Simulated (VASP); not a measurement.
A run of VASP 6.6.1 is set up as follows.

INCAR

```
PREC     = Accurate       # precision mode
ENCUT    = 500            # plane-wave cutoff, eV
EDIFF    = 1E-6           # SCF threshold, eV
ISMEAR   = 0              # smearing method
SIGMA    = 0.15           # smearing width, eV
LREAL    = False          # projectors in reciprocal space
LASPH    = True           # aspherical terms in the spheres
NELM     = 120            # most SCF steps
ALGO     = Normal         # electronic algorithm
ISIF     = 2              # what is computed and relaxed
LWAVE    = False          # write WAVECAR
LCHARG   = False          # write CHGCAR
GGA      = PS             # functional
NBANDS   = 10             # bands
GGA_COMPAT= False
```

Contents of KPOINTS:

```
Automatic mesh
0
Gamma
  18 18 18
```

Contents of POSCAR:

```
Al
1.0
    0.0000000000     -3.2128780077      0.0000000000
   -3.2128780077      0.0000000000      0.0000000000
    0.0000000000      0.0000000000     -3.2128780077
Al
2
Direct
    0.5000000000      0.5000000000      0.5000000000
    0.0000000000      0.0000000000      0.0000000000
```

Potentials or basis: VASP PAW PBE potentials, release 64 (Al).

Run with:

```bash
$ cat potpaw_PBE.64/Al/POTCAR > POTCAR
$ mpirun -np 1 vasp_std > vasp.out
```

Problem. What does it give for the pressure?

Solution. 0.0 GPa.

Problem. Estimate the band gap on the k mesh.

Solution. Zero (bands 3 and 4 overlap by 8.85 eV).

Caveat: the PAW data sets were made with another functional, which shifts forces and pressure a little.
